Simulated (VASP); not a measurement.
Wanted: the native input for a VASP 6.6.1 run.

- Task: single point
- Functional: PBE
- Potentials or basis: VASP PAW PBE potentials, release 64 (Ru_pv)
- Cutoff: 520 eV
- k mesh: 18 × 18 × 10
- Occupations: fermi-dirac, width 0.08 eV
- Spin: no spin polarisation
- Dipole correction: no
- Further INCAR settings: ALGO = Normal; EDIFF = 1e-07; NBANDS = 21

The structure of Ru lies in POSCAR:

```
Ru
1.0
    2.7207384563      0.0000000000      0.0000000000
   -1.3603692281      2.3562286202      0.0000000000
    0.0000000000      0.0000000000      4.2960587739
Ru
2
Direct
    0.3333333333      0.6666666667      0.2500000000
    0.6666666667      0.3333333333      0.7500000000
```

The input as run:

INCAR

```
SYSTEM = Ru
PREC = Accurate
ENCUT = 520
EDIFF = 1E-7
ISMEAR = -1
SIGMA = 0.08
LREAL = .False.
LASPH = .True.
NELM = 60
ALGO = Normal
ISIF = 2
LWAVE = .False.
LCHARG = .False.
GGA = PE
NBANDS = 21
```

KPOINTS

```
Automatic mesh
0
Gamma
  18 18 10
  0 0 0
```

Potentials or basis: VASP PAW PBE potentials, release 64 (Ru_pv).

Run with:

```console
$ cat potpaw_PBE.64/Ru_pv/POTCAR > POTCAR
$ mpirun -np 1 vasp_std > vasp.out
```

Results of the run:

- Pressure: -0.1 GPa
- Band gap on the k mesh: zero (band 14 reaches 14.04 eV, above the bottom of band 15 at 10.98 eV)

It took 34 s on 1 thread of Intel(R) Xeon(R) 6975P-C (Granite Rapids), with other jobs on the host, peak memory 0.21 GiB.
